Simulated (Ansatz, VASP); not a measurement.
# Two plane-wave programs on HfN

```
CELL_PARAMETERS angstrom
-0.10800 2.20631 2.20631
2.20631 -0.10800 2.20631
2.20631 2.20631 -0.10800
ATOMIC_POSITIONS crystal
Hf 0.00000 0.00000 0.00000
N 0.50000 0.50000 0.50000
```

Alike in both runs: task single point; functional PBE; k mesh 20 × 20 × 20; occupations gaussian, width 0.15 eV; no spin polarisation.

|  | VASP | Ansatz |
| --- | --- | --- |
| version | VASP 6.6.1 | Ansatz 0.2.0 |
| potentials or method | VASP PAW PBE potentials, release 64 (Hf_pv, N), cutoff 520 eV | scalar-relativistic, plane waves, PAW |
| valence electrons in the cell | 15 | 31 |

```csv
,VASP,Ansatz,Ansatz less VASP
gap on the k mesh at the Fermi level (eV),none,none,-
pressure (GPa),3.1,5.5,+2.38
"traceless stress, the component that is largest in VASP (GPa)",6.27,6.18,-0.090
```

A gap of «none» marks a metal or a gap that the smearing closes. With one functional, cell and mesh, what is left measures potentials, basis and numerics. VASP's potentials hold 15 valence electrons a cell and Ansatz's 31, so a difference there can come from the potentials and not from the codes.

Neither program's run includes spin-orbit coupling.
